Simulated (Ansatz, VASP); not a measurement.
# Two plane-wave programs on Sc2AlF3

```
Sc Al F
1.0
     4.40090    0.00000    0.00000
    -2.20045    3.81129    0.00000
     0.00000    0.00000    6.02790
Sc Al F
2 1 3
Direct
  0.33333 0.66667 0.50000
  0.66667 0.33333 0.50000
  0.00000 0.00000 0.50000
  0.33333 0.66667 0.00000
  0.66667 0.33333 0.00000
  0.00000 0.00000 0.00000
```

Alike in both runs: task single point; functional PBE; k mesh 6 × 6 × 4; occupations gaussian, width 0.1 eV; collinear spin.

```csv
,VASP,Ansatz
version,VASP 6.6.1,Ansatz 0.2.0
potentials or method,"VASP PAW PBE potentials, release 64 (Sc_sv, Al, F), cutoff 520 eV","scalar-relativistic, plane waves, PAW"
valence electrons in the cell,46,46
```

Ansatz gave:

```
gap on the k mesh at the Fermi level (eV)                     : none
pressure (GPa)                                                : 12.7
traceless stress, the component that is largest in VASP (GPa) : -43.35
net moment per atom (μB)                                      : 0.23
size of the moment on the site where the two differ most (μB) : 0.49
```

Problem. What did VASP give for the same quantities?

Solution. gap on the k mesh at the Fermi level (eV): none; pressure (GPa): 12.2; traceless stress, the component that is largest in VASP (GPa): -45.43; net moment per atom (μB): 0.00; size of the moment on the site where the two differ most (μB): 0.00.

The net moments are unlike, so the other rows may belong to different states. Site moments also hang on the region over which each program counts them. A gap of «none» marks a metal or a gap that the smearing closes.
